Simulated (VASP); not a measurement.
# Te2Mo (P6_3/mmc) in VASP: single point with r2SCAN

Aim: the single point of Te2Mo with r2SCAN.

All numbers are computed with VASP 6.6.1; they aren't measurements. Logs are shortened: lines on timing, memory, paths and dates and some standing lists are left out, and cuts for length are marked.

## (1) The cell of the first run

The structure is hexagonal, space group P6_3/mmc (No. 194). The conventional cell has a = 3.684 Å, b = 3.684 Å, c = 14.744 Å, α = 90.00°, β = 90.00°, γ = 120.00°. Within 3.7 Å of Mo (site symmetry -6m2) lie 6 Te at 2.76 Å and 6 Mo at 3.68 Å. Te (site symmetry 3m) has 3 Mo at 2.76 Å and 7 Te at 3.50 to 3.68 Å within 3.7 Å.

## (2) Single point, r2SCAN (strain +4.0%)

The input, POSCAR:

```
Te2Mo
1.0
    3.6838163913      0.0000000000      0.0000000000
   -1.8419081956      3.1902785777      0.0000000000
    0.0000000000      0.0000000000     14.7437388449
Mo Te
2 4
Direct
    0.3333333333      0.6666666667      0.2500000000
    0.6666666667      0.3333333333      0.7500000000
    0.6666666667      0.3333333333      0.3688256293
    0.6666666667      0.3333333333      0.1311743707
    0.3333333333      0.6666666667      0.8688256293
    0.3333333333      0.6666666667      0.6311743707
```

The input, INCAR.step1:

```
SYSTEM = Te2Mo
ALGO = Normal ; EDIFF = 1E-4
ENCUT = 520 ; GGA = PE
ISMEAR = 0 ; LASPH = .True.
LCHARG = .False. ; LREAL = .False.
LWAVE = .True. ; NBANDS = 35
NELM = 60 ; PREC = Accurate
SIGMA = 0.01
```

The input, INCAR.step2:

```
SYSTEM = Te2Mo
ALGO = Normal ; EDIFF = 1E-7
ENCUT = 520 ; ISIF = 2
ISMEAR = 0 ; ISTART = 1
LASPH = .True. ; LCHARG = .False.
LMIXTAU = .True. ; LREAL = .False.
LWAVE = .False. ; METAGGA = R2SCAN
NBANDS = 35 ; NELM = 60
PREC = Accurate ; SIGMA = 0.01
```

The input, KPOINTS:

```
k-points
0
Gamma
  12 12 2
  0 0 0
```

Potentials or basis: VASP PAW PBE potentials, release 64 (Mo_sv, Te).

The run is started by

```sh
$ cat potpaw_PBE.64/Mo_sv/POTCAR potpaw_PBE.64/Te/POTCAR > POTCAR
$ cp INCAR.step1 INCAR
$ mpirun -np 1 vasp_std > vasp.out
$ cp INCAR.step2 INCAR
$ mpirun -np 1 vasp_std > vasp.out
```

OUTCAR:

```text
SYSTEM = Te2Mo
   EDIFF = 1E-7
   ENCUT = 520
   ISIF = 2
   ISMEAR = 0
   ISTART = 1
   LASPH = .True.
   LREAL = .False.
   METAGGA = R2SCAN
   NELM = 60
   PREC = Accurate

 ion  position               nearest neighbor table
   1  0.333  0.667  0.250-   3 2.76   4 2.76   3 2.76   4 2.76   3 2.76   4 2.76
   2  0.667  0.333  0.750-   5 2.76   6 2.76   5 2.76   6 2.76   5 2.76   6 2.76
   3  0.667  0.333  0.369-   1 2.76   1 2.76   1 2.76   4 3.50
   4  0.667  0.333  0.131-   1 2.76   1 2.76   1 2.76   3 3.50
   5  0.333  0.667  0.869-   2 2.76   2 2.76   2 2.76   6 3.50
   6  0.333  0.667  0.631-   2 2.76   2 2.76   2 2.76   5 3.50

  LATTYP: Found a hexagonal cell.
 ALAT       =     3.6838163913
 C/A-ratio  =     4.0023001363

  Lattice vectors:

 A1 = (   3.6838163913,   0.0000000000,   0.0000000000)
 A2 = (  -1.8419081956,   3.1902785777,   0.0000000000)
 A3 = (   0.0000000000,   0.0000000000,  14.7437388449)

Analysis of symmetry for initial positions (statically):
=====================================================================
 Subroutine PRICEL returns:
 Original cell was already a primitive cell.

 Routine SETGRP: Setting up the symmetry group for a
 hexagonal supercell.

 Subroutine GETGRP returns: Found 24 space group operations
 (whereof 12 operations were pure point group operations)
 out of a pool of 24 trial point group operations.

The static configuration has the point symmetry D_3d.
 The point group associated with its full space group is D_6h.

Analysis of symmetry for dynamics (positions and initial velocities):
=====================================================================
 Subroutine PRICEL returns:
 Original cell was already a primitive cell.

 Routine SETGRP: Setting up the symmetry group for a
 hexagonal supercell.

 Subroutine GETGRP returns: Found 24 space group operations
 (whereof 12 operations were pure point group operations)
 out of a pool of 24 trial point group operations.

The dynamic configuration has the point symmetry D_3d.
 The point group associated with its full space group is D_6h.

 Subroutine INISYM returns: Found 24 space group operations
 (whereof 12 operations are pure point group operations),
 and found     1 'primitive' translations

----------------------------------------------------------------------------------------

[... 102 lines left out ...]
   EDIFFG = 0.1E-05   stopping-criterion for IOM
   NSW    =      0    number of steps for IOM
   IBRION =     -1    ionic relax: 0-MD 1-quasi-New 2-CG
   NFREE  =      0    steps in history (QN), initial steepest desc. (CG)
   ISIF   =      2    stress and relaxation
   ISYM   =      2    0-nonsym 1-usesym 2-fastsym
   POTIM  = 0.5000    time-step for ionic-motion
   TEBEG  =    0.0;   TEEND  =   0.0 temperature during run
   PSTRESS=    0.0 pullay stress
   NELECT =      52.0000    total number of electrons
   NUPDOWN=      -1.0000    fix difference up-down
   EMIN   =  10.00;   EMAX   =-10.00  energy-range for DOS
   EFERMI =   0.00;   METHOD = LEGACY
   ISMEAR =     0;   SIGMA  =   0.01  broadening in eV -4-tet -1-fermi 0-gaus
   EFERMI_NEDOS =   21; number of points for ismear=-14 and -15
   IALGO  =     38    algorithm
   IMIX   =      4    mixing-type and parameters
     AMIX     =   0.40;   BMIX     =  1.00
     AMIX_MAG =   1.60;   BMIX_MAG =  1.00
  volume/ion in A,a.u.               =      28.88       194.89
  Fermi-wavevector in a.u.,A,eV,Ry     =   1.096052  2.071238 16.345090  1.201330
  Thomas-Fermi vector in A             =   2.232387
   LORBIT       =      0    0 simple, 1 ext, 2 COOP (PROOUT), +10 PAW based schemes
   METAGGA = R2SCAN    functional components
   LHFCALC =     F    Hartree Fock is set to
   AEXX    =    0.0000 exact exchange contribution
   IVDW    =     0    specifies the selected vdW correction
   LEPSILON=     F    determine dielectric tensor
   LRPA    =     F    only Hartree local field effects (RPA)
 non-spin polarized calculation
 Gauss-broadening in eV      SIGMA  =   0.01
  energy-cutoff  :      520.00
  volume of cell :      173.27
 maximum number of plane-waves:      4710
 NGX is ok and might be reduce to    28
   NGX = 13   NGY = 13   NGZ = 55

 number of electron      52.0000000 magnetization

 Free energy of the ion-electron system (eV)
  ---------------------------------------------------
  ext. energy  EPLUGINS =         0.00000000
  ---------------------------------------------------
  free energy    TOTEN  =      -155.50724687 eV

  energy without entropy =     -155.50724687  energy(sigma->0) =     -155.50724687

 E-fermi :   6.6289     XC(G=0): -10.1497

 val. band max:        6.3697713343   @ k =   0.0000   0.0000   0.0000
 cond. band min:       6.9172142653   @ k =   0.3333   0.3333   0.0000
 fundamental gap:      0.5474429310
 Fermi energy:         6.6289195818

 k-point     1 :       0.0000    0.0000    0.0000
  band No.  band energies     occupation
      1     -56.6251      2.00000
      2     -56.6251      2.00000
      3     -29.9811      2.00000
      4     -29.9811      2.00000
      5     -29.9811      2.00000
      6     -29.9811      2.00000
[... 901 lines left out ...]
     34       9.6557      0.00000
     35      11.7317      0.00000

 [... further k-points ...]

------------------------ aborting loop because EDIFF is reached ----------------------------------------

  FORCE on cell =-STRESS in cart. coord.  units (eV):
  Direction    XX          YY          ZZ          XY          YZ          ZX
  --------------------------------------------------------------------------------------
  -------------------------------------------------------------------------------------
  Total       -4.7777686     -4.7777686     -0.3125600     -0.0000000      0.0000000      0.0000000
  in kB      -44.1775356    -44.1775356     -2.8900796     -0.0000000      0.0000000      0.0000000
  external PRESSURE =     -30.4150502 kB  Pullay stress =       0.0000000 kB

 VOLUME and BASIS-vectors are now :
 -----------------------------------------------------------------------------
  energy-cutoff  :      520.00
  volume of cell :      173.27
      direct lattice vectors                 reciprocal lattice vectors
     3.683816391  0.000000000  0.000000000     0.271457612  0.156726125  0.000000000
    -1.841908196  3.190278578  0.000000000     0.000000000  0.313452251  0.000000000
     0.000000000  0.000000000 14.743738845     0.000000000  0.000000000  0.067825401

 POSITION                                       TOTAL-FORCE (eV/Angst)
 -----------------------------------------------------------------------------------
     -0.00000      2.12685      3.68593        -0.000000      0.000000      0.000000
      1.84191      1.06343     11.05780         0.000000     -0.000000      0.000000
      1.84191      1.06343      5.43787        -0.000000     -0.000000      0.002409
      1.84191      1.06343      1.93400         0.000000     -0.000000     -0.002409
     -0.00000      2.12685     12.80974        -0.000000     -0.000000      0.002409
     -0.00000      2.12685      9.30587         0.000000     -0.000000     -0.002409
 -----------------------------------------------------------------------------------
    total drift:                               -0.000000      0.000000     -0.000000

  FREE ENERGIE OF THE ION-ELECTRON SYSTEM (eV)
  ---------------------------------------------------
  free  energy   TOTEN  =      -155.5072468711 eV

  energy  without entropy=     -155.5072468711  energy(sigma->0) =     -155.50724687
```

Run time: 8.5 min. Hardware: 1 thread of Intel Xeon 6975P-C (Granite Rapids), shared host; peak memory 0.44 GiB.

Results:

| Item | Value |
| --- | --- |
| Free energy | -155.5072 eV |
| Pressure | -3.0 GPa |
| Band gap on the k mesh | 0.55 eV (least direct gap 0.84 eV) |

Forces on the atoms (eV/Å):
```
Mo   0.000  0.000  0.000
Mo   0.000  0.000  0.000
Te   0.000  0.000  0.002
Te   0.000  0.000 -0.002
Te   0.000  0.000  0.002
Te   0.000  0.000 -0.002
```

Levels at points of the mesh, in eV from the valence-band top:
```csv
k point,band 23,band 24,band 25,band 26,band 27,band 28,band 29,band 30
"(0.00, 0.00, 0.00)",-1.44,-0.65,-0.59,0.00,2.53,2.53,2.58,2.58
"(0.50, 0.00, 0.00)",-1.10,-1.00,-0.95,-0.90,0.93,0.96,1.25,1.35
"(0.00, 0.00, 0.50)",-1.45,-1.45,-0.11,-0.11,2.55,2.55,2.55,2.55
"(0.50, 0.00, 0.50)",-1.05,-1.05,-0.92,-0.92,0.95,0.95,1.31,1.31
```

Caveat: the cell differs from its parent crystal (strain +4.0%); the cell stands under tension; the PAW data sets were made with another functional, which shifts forces and pressure a little; spin-orbit coupling is left out, which moves the levels of the heavy elements. A k mesh can miss the band edges.
